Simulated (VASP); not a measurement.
# As (Pm-3m) in VASP: single point with PBE

Aim: the single point of As with PBE.

Everything below comes from runs of VASP 6.6.1. Logs are shortened: lines on timing, memory, paths and dates and some standing lists are left out, and cuts for length are marked.

### Step 1. The cell of the first run

Symmetry: Pm-3m, No. 221, cubic system. The conventional cell has a = 2.729 Å, b = 2.729 Å, c = 2.729 Å, α = 90.00°, β = 90.00°, γ = 90.00°. Within 3.6 Å of As (site symmetry m-3m) lie 6 As at 2.73 Å.

### Step 2. Single point, PBE

File INCAR:

```
ALGO = Normal
EDIFF = 1E-6
ENCUT = 500
GGA = PE
GGA_COMPAT = False
ISIF = 2
ISMEAR = -1
LASPH = True
LCHARG = True
LELF = True
LREAL = False
LVHAR = True
LWAVE = False
NBANDS = 8
NELM = 120
PREC = Accurate
SIGMA = 0.08
```

File KPOINTS:

```
k-points
0
Gamma
  15 15 15
```

File POSCAR:

```
As
1.0
    2.7291078612      0.0000000000      0.0000000000
    0.0000000000      2.7291078612      0.0000000000
    0.0000000000      0.0000000000      2.7291078612
As
1
Direct
    0.0000000000      0.0000000000      0.0000000000
```

Potentials or basis: VASP PAW PBE potentials, release 64 (As).

Run with:

```sh
$ cat potpaw_PBE.64/As/POTCAR > POTCAR
$ mpirun -np 1 vasp_std > vasp.out
```

OUTCAR:

```text
EDIFF = 1E-6
   ENCUT = 500
   GGA = PE
   ISIF = 2
   ISMEAR = -1
   LASPH = True
   LREAL = False
   NELM = 120
   PREC = Accurate

 ion  position               nearest neighbor table
   1  0.000  0.000  0.000-

  LATTYP: Found a simple cubic cell.
 ALAT       =     2.7291078612

  Lattice vectors:

 A1 = (   2.7291078612,   0.0000000000,   0.0000000000)
 A2 = (   0.0000000000,   2.7291078612,   0.0000000000)
 A3 = (   0.0000000000,   0.0000000000,   2.7291078612)

Analysis of symmetry for initial positions (statically):
=====================================================================
 Subroutine PRICEL returns:
 Original cell was already a primitive cell.

 Routine SETGRP: Setting up the symmetry group for a
 simple cubic supercell.

 Subroutine GETGRP returns: Found 48 space group operations
 (whereof 48 operations were pure point group operations)
 out of a pool of 48 trial point group operations.

The static configuration has the point symmetry O_h .

Analysis of symmetry for dynamics (positions and initial velocities):
=====================================================================
 Subroutine PRICEL returns:
 Original cell was already a primitive cell.

 Routine SETGRP: Setting up the symmetry group for a
 simple cubic supercell.

 Subroutine GETGRP returns: Found 48 space group operations
 (whereof 48 operations were pure point group operations)
 out of a pool of 48 trial point group operations.

The dynamic configuration has the point symmetry O_h .

 Subroutine INISYM returns: Found 48 space group operations
 (whereof 48 operations are pure point group operations),
 and found     1 'primitive' translations

----------------------------------------------------------------------------------------

                                     Primitive cell

  volume of cell :      20.3265

  direct lattice vectors                    reciprocal lattice vectors
     2.729107861  0.000000000  0.000000000     0.366420109  0.000000000  0.000000000
     0.000000000  2.729107861  0.000000000     0.000000000  0.366420109  0.000000000
     0.000000000  0.000000000  2.729107861     0.000000000  0.000000000  0.366420109

  length of vectors
     2.729107861  2.729107861  2.729107861     0.366420109  0.366420109  0.366420109

  position of ions in fractional coordinates (direct lattice)
     0.000000000  0.000000000  0.000000000

  ion indices of the primitive-cell ions
   primitive index   ion index
                 1           1

----------------------------------------------------------------------------------------

 KPOINTS: k-points

Automatic generation of k-mesh.
 Grid dimensions read from file:
 generate k-points for:   15   15   15

 Generating k-lattice:

  Cartesian coordinates                     Fractional coordinates (reciprocal lattice)
     0.024428007  0.000000000  0.000000000     0.066666667  0.000000000  0.000000000
     0.000000000  0.024428007  0.000000000     0.000000000  0.066666667  0.000000000
     0.000000000  0.000000000  0.024428007     0.000000000  0.000000000  0.066666667

  Length of vectors
     0.024428007  0.024428007  0.024428007

  Shift w.r.t. Gamma in fractional coordinates (k-lattice)
     0.000000000  0.000000000  0.000000000

 Subroutine IBZKPT returns following result:
 ===========================================

 Found    120 irreducible k-points:

 Following reciprocal coordinates:
            Coordinates               Weight
  0.000000  0.000000  0.000000      1.000000
  0.066667  0.000000  0.000000      6.000000
  0.133333  0.000000  0.000000      6.000000
  0.200000  0.000000  0.000000      6.000000
  0.266667  0.000000  0.000000      6.000000
  0.333333  0.000000  0.000000      6.000000
[... 16 lines left out ...]
  0.266667  0.200000  0.000000     24.000000
  0.333333  0.200000  0.000000     24.000000
 [... further k-points ...]
   k-points           NKPTS =    120   k-points in BZ     NKDIM =    120   number of bands    NBANDS=      8
   number of dos      NEDOS =    301   number of ions     NIONS =      1
   total plane-waves  NPLWV =   8000
   dimension x,y,z NGX =    20 NGY =   20 NGZ =   20
   dimension x,y,z NGXF=    40 NGYF=   40 NGZF=   40
   ions per type =               1
   NGX,Y,Z   is equivalent  to a cutoff of  12.18, 12.18, 12.18 a.u.
   NGXF,Y,Z  is equivalent  to a cutoff of  24.37, 24.37, 24.37 a.u.
 SYSTEM =  unknown system
   PREC   = accura    normal or accurate (medium, high low for compatibility)
   ISTART =      0    job   : 0-new  1-cont  2-samecut
   ICHARG =      2    charge: 1-file 2-atom 10-const
   ISPIN  =      1    spin polarized calculation?
   LNONCOLLINEAR =      F non collinear calculations
   LSORBIT =      F    spin-orbit coupling
   LASPH  =      T    aspherical Exc in radial PAW
   ENCUT  =  500.0 eV  36.75 Ry    6.06 a.u.   4.98  4.98  4.98*2*pi/ulx,y,z
   NELM   =    120;   NELMIN=  2; NELMDL= -5     # of ELM steps
   EDIFF  = 0.1E-05   stopping-criterion for ELM
   LREAL  =      F    real-space projection
   EDIFFG = 0.1E-04   stopping-criterion for IOM
   NSW    =      0    number of steps for IOM
   IBRION =     -1    ionic relax: 0-MD 1-quasi-New 2-CG
   NFREE  =      0    steps in history (QN), initial steepest desc. (CG)
   ISIF   =      2    stress and relaxation
   ISYM   =      2    0-nonsym 1-usesym 2-fastsym
   POTIM  = 0.5000    time-step for ionic-motion
   TEBEG  =    0.0;   TEEND  =   0.0 temperature during run
   PSTRESS=    0.0 pullay stress
   NELECT =       5.0000    total number of electrons
   NUPDOWN=      -1.0000    fix difference up-down
   EMIN   =  10.00;   EMAX   =-10.00  energy-range for DOS
   EFERMI =   0.00;   METHOD = LEGACY
   ISMEAR =    -1;   SIGMA  =   0.08  broadening in eV -4-tet -1-fermi 0-gaus
   EFERMI_NEDOS =   21; number of points for ismear=-14 and -15
   IALGO  =     38    algorithm
   IMIX   =      4    mixing-type and parameters
     AMIX     =   0.40;   BMIX     =  1.00
     AMIX_MAG =   1.60;   BMIX_MAG =  1.00
  volume/ion in A,a.u.               =      20.33       137.17
  Fermi-wavevector in a.u.,A,eV,Ry     =   1.025756  1.938398 14.315719  1.052176
  Thomas-Fermi vector in A             =   2.159613
   LORBIT       =      0    0 simple, 1 ext, 2 COOP (PROOUT), +10 PAW based schemes
   GGA     = PE    functional components
   LHFCALC =     F    Hartree Fock is set to
   AEXX    =    0.0000 exact exchange contribution
   IVDW    =     0    specifies the selected vdW correction
   LEPSILON=     F    determine dielectric tensor
   LRPA    =     F    only Hartree local field effects (RPA)
 non-spin polarized calculation
  energy-cutoff  :      500.00
  volume of cell :       20.33
 maximum number of plane-waves:       526
 NGX is ok and might be reduce to    20
   NGX =  9   NGY =  9   NGZ =  9

 number of electron       5.0000001 magnetization

 Free energy of the ion-electron system (eV)
  ---------------------------------------------------
  ext. energy  EPLUGINS =         0.00000000
  ---------------------------------------------------
  free energy    TOTEN  =        -4.56038226 eV

  energy without entropy =       -4.55050461  energy(sigma->0) =       -4.55544343

 E-fermi :   5.6403     XC(G=0): -10.3124

 val. band max:        5.6070749183   @ k =   0.2000   0.2000   0.0000
 cond. band min:       5.6544644767   @ k =   0.4000   0.2667   0.2000
 fundamental gap:      0.0473895584
 Fermi energy:         5.6403355814

 k-point     1 :       0.0000    0.0000    0.0000
  band No.  band energies     occupation
      1      -9.1140      2.00000
      2       9.6632      0.00000
      3       9.6632      0.00000
      4       9.6632      0.00000
      5      14.0888      0.00000
      6      14.0888      0.00000
      7      15.9290      0.00000
      8      30.1722      0.00000

 k-point     2 :       0.0667    0.0000    0.0000
  band No.  band energies     occupation
      1      -9.0343      2.00000
      2       8.6191      0.00000
      3       9.7330      0.00000
      4       9.7330      0.00000
      5      14.1607      0.00000
      6      14.8334      0.00000
      7      16.4434      0.00000
      8      28.8389      0.00000

 k-point     3 :       0.1333    0.0000    0.0000
  band No.  band energies     occupation
      1      -8.7971      2.00000
      2       6.6925      0.00000
      3       9.9383      0.00000
      4       9.9383      0.00000
      5      14.3740      0.00000
      6      15.5014      0.00000
      7      18.3288      0.00000
      8      26.8854      0.00000

 k-point     4 :       0.2000    0.0000    0.0000
  band No.  band energies     occupation
      1      -8.4090      2.00000
      2       4.6963      1.99999
      3      10.2645      0.00000
      4      10.2645      0.00000
      5      14.7213      0.00000
      6      15.9977      0.00000
      7      20.7694      0.00000
      8      25.0197      0.00000

 k-point     5 :       0.2667    0.0000    0.0000
  band No.  band energies     occupation
      1      -7.8857      2.00000
      2       2.8244      2.00000
      3      10.6834      0.00000
      4      10.6834      0.00000
      5      15.1852      0.00000
      6      16.5894      0.00000
      7      22.7751      0.00000
      8      23.3473      0.00000
[... 177 lines left out ...]
 k-point    22 :       0.2000    0.2000    0.0000
  band No.  band energies     occupation
      1      -7.7039      2.00000
      2       5.1146      1.99721
      3       5.6071      1.20494
      4      10.8615      0.00000
      5      15.9661      0.00000
      6      18.6822      0.00000
      7      21.3044      0.00000
      8      22.6341      0.00000

 k-point    23 :       0.2667    0.2000    0.0000
  band No.  band energies     occupation
      1      -7.1801      2.00000
      2       3.4667      2.00000
      3       5.8627      0.11690
      4      11.2766      0.00000
      5      16.1949      0.00000
      6      17.4844      0.00000
      7      22.2680      0.00000
      8      23.9184      0.00000

 k-point    24 :       0.3333    0.2000    0.0000
  band No.  band energies     occupation
      1      -6.5558      2.00000
      2       1.8239      2.00000
      3       6.3915      0.00017
      4      11.7325      0.00000
      5      15.3882      0.00000
      6      17.5008      0.00000
      7      22.5466      0.00000
      8      22.6395      0.00000

 [... further k-points ...]
[... 5 lines left out ...]
  --------------------------------------------------------------------------------------
  -------------------------------------------------------------------------------------
  Total        0.0187169      0.0187169      0.0187169     -0.0000000      0.0000000     -0.0000000
  in kB        1.4753044      1.4753044      1.4753044     -0.0000000      0.0000000     -0.0000000
  external PRESSURE =       1.4753044 kB  Pullay stress =       0.0000000 kB

 VOLUME and BASIS-vectors are now :
 -----------------------------------------------------------------------------
  energy-cutoff  :      500.00
  volume of cell :       20.33
      direct lattice vectors                 reciprocal lattice vectors
     2.729107861  0.000000000  0.000000000     0.366420109  0.000000000  0.000000000
     0.000000000  2.729107861  0.000000000     0.000000000  0.366420109  0.000000000
     0.000000000  0.000000000  2.729107861     0.000000000  0.000000000  0.366420109

 POSITION                                       TOTAL-FORCE (eV/Angst)
 -----------------------------------------------------------------------------------
      0.00000      0.00000      0.00000         0.000000      0.000000      0.000000
 -----------------------------------------------------------------------------------
    total drift:                               -0.000000     -0.000000      0.000000

  FREE ENERGIE OF THE ION-ELECTRON SYSTEM (eV)
  ---------------------------------------------------
  free  energy   TOTEN  =        -4.5603822643 eV

  energy  without entropy=       -4.5505046054  energy(sigma->0) =       -4.55544343
```

Wall time 24 s (1 thread of AMD EPYC 7R13, shared host); peak memory 0.1 GiB.

What came out:

```
Free energy : -4.5604 eV
Pressure    : 0.1 GPa
```

Levels at points of the mesh, in eV from the Fermi level:
```csv
k point,band 1,band 2,band 3,band 4,band 5,band 6,band 7
"(0.00, 0.00, 0.00)",-14.75,4.02,4.02,4.02,8.45,8.45,10.29
```
